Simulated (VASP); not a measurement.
Crystal: HgH3.

```
Hg H
1.0
     3.08179    0.00000    0.00000
    -1.54090    2.66891    0.00000
     0.00000    0.00000    4.80510
Hg H
1 3
Cartesian
  0.0000 0.0000 0.0000
  2.0736 0.5821 2.4025
  1.5409 1.5048 2.4025
  1.0082 0.5821 2.4025
```

The cell was generated, and may not be a known phase.

```yaml
Program: VASP 6.6.1
Task: relaxation of cell and atoms
Functional: PBE
Potentials_or_basis: VASP PAW PBE potentials, release 64 (Hg, H)
Cutoff: 600 eV
k_mesh: 18 × 18 × 10
Occupations: gaussian, width 0.1 eV
Spin: no spin polarisation
```

At the start: pressure 0.4 GPa; volume 9.88 Å³/atom.

Problem. How do energy, volume and symmetry change on relaxing?

Solution. Over 30 steps the energy falls by 10.5 meV/atom and the volume is 10.35 Å³/atom (+4.8 %); space group P-6m2 (No. 187, to 0.1 Å) before and after.

The path:
| step | energy change (eV) | largest force (eV/Å) | pressure (GPa) | volume (Å³) |
| --- | --- | --- | --- | --- |
| 1 | 0.0000 | 0.0314 | 0.42 | 39.52 |
| 2 | -0.0005 | 0.0079 | 0.21 | 39.67 |
| 3 | -0.0007 | 0.0231 | -0.06 | 39.87 |
| 4 | -0.0012 | 0.0117 | -0.10 | 39.96 |
| 5 | -0.0023 | 0.0238 | -0.20 | 40.21 |
| 6 | -0.0029 | 0.1022 | -0.37 | 40.71 |
| 7 | -0.0030 | 0.0777 | -0.32 | 40.56 |
| 8 | -0.0033 | 0.0798 | -0.38 | 40.59 |
| 9 | -0.0042 | 0.0862 | -0.38 | 40.67 |
| 10 | -0.0059 | 0.0961 | -0.49 | 40.83 |
| 11 | -0.0075 | 0.1167 | -0.60 | 41.12 |
| 12 | -0.0102 | 0.0917 | -0.67 | 41.01 |
| 13 | -0.0192 | 0.0610 | -0.67 | 40.66 |
| 14 | -0.0372 | 0.0235 | -0.07 | 39.91 |
| 15 | 0.0280 | 0.0082 | 6.20 | 38.20 |
| 16 | -0.0387 | 0.0374 | 0.40 | 39.72 |
| 17 | -0.0390 | 0.0325 | 0.70 | 39.59 |
| 18 | -0.0406 | 0.0247 | 0.12 | 40.14 |
| 19 | -0.0406 | 0.0255 | 0.10 | 40.16 |
| 20 | -0.0412 | 0.0153 | 0.08 | 40.38 |
| 21 | -0.0419 | 0.0158 | 0.02 | 41.05 |
| 22 | -0.0419 | 0.0128 | 0.07 | 40.99 |
| 23 | -0.0419 | 0.0149 | 0.03 | 41.03 |
| 24 | -0.0419 | 0.0138 | 0.05 | 41.01 |
| 25 | -0.0420 | 0.0054 | -0.13 | 41.23 |
| 26 | -0.0420 | 0.0063 | -0.11 | 41.21 |
| 27 | -0.0420 | 0.0050 | -0.14 | 41.26 |
| 28 | -0.0421 | 0.0043 | -0.12 | 41.28 |
| 29 | -0.0421 | 0.0031 | -0.12 | 41.33 |
| 30 | -0.0422 | 0.0007 | -0.09 | 41.42 |

Final structure:
```yaml
crystal:
  lattice:
    - [2.86494, 0.00000, 0.00000]
    - [-1.43247, 2.48111, 0.00000]
    - [0.00000, 0.00000, 5.82654]
  atoms:
    - { symbol: Hg, position: [0.00000, 0.00000, 0.00000] }
    - { symbol: H, position: [0.81143, 0.18857, 0.50000] }
    - { symbol: H, position: [0.81143, 0.62286, 0.50000] }
    - { symbol: H, position: [0.37714, 0.18857, 0.50000] }
```

Caveat: a cell axis changed by over 15 % at a fixed basis, so the end point is rough.
